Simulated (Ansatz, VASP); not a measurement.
## Two plane-wave programs on Li

File INCAR:

```
SYSTEM = Li
  ALGO = Normal
  EDIFF = 1E-6
  ENCUT = 520
  GGA = PE
  ISIF = 2
  ISMEAR = 0
  LASPH = .TRUE.
  LCHARG = .FALSE.
  LREAL = .FALSE.
  LWAVE = .FALSE.
  NBANDS = 10
  NELM = 100
  PREC = Accurate
  SIGMA = 0.1
```

The input KPOINTS:

```
k-points
0
G
  6 6 6
  0 0 0
```

POSCAR

```
Li
1.0
    1.4402036300     -4.1930440465      0.0000000000
    1.4402036300      4.1930440465      0.0000000000
   -0.1223079655      0.0000000000      3.4676625262
Li
2
Direct
    0.8690000000      0.1310000000      0.2500000000
    0.1310000000      0.8690000000      0.7500000000
```

Input for Ansatz:

```yaml
crystal:
  lattice:
    - [1.44020363, -4.1930440465, 0.0]
    - [1.44020363, 4.1930440465, 0.0]
    - [-0.1223079655, 0.0, 3.4676625262]
  atoms:
    - { symbol: Li, position: [0.869, 0.131, 0.25] }
    - { symbol: Li, position: [0.131, 0.869, 0.75] }
basis:
  ecutwfc: 420
kpoints:
  mp_grid: { grid: [6, 6, 6] }
hamiltonian:
  xc: pbe
scf:
  occupations: { method: gaussian, width: 0.1 }
  lower_state_search: "off"
output:
  forces: true
  stress: true
  eigenvalues: true
```

Alike in both runs: task single point; functional PBE; k mesh 6 × 6 × 6; occupations gaussian, width 0.1 eV; no spin polarisation.

|  | VASP | Ansatz |
| --- | --- | --- |
| version | VASP 6.6.1 | Ansatz 0.2.0 |
| potentials or method | VASP PAW PBE potentials, release 64 (Li_sv), cutoff 520 eV | scalar-relativistic, plane waves, PAW |
| valence electrons in the cell | 6 | 6 |

```csv
,VASP,Ansatz,Ansatz less VASP
gap on the k mesh at the Fermi level (eV),none,none,-
rms of the force components (eV/Å),0.005,0.005,+0.0009
```

Atom by atom the forces differ by 0.001 eV/Å (rms over components). A gap of «none» marks a metal or a gap that the smearing closes. With one functional, cell and mesh, what is left measures potentials, basis and numerics.

The k mesh is coarse, so the values compare programs but aren't converged. Noted on VASP's run: the cutoff is short for stress, so the pressure is rough.
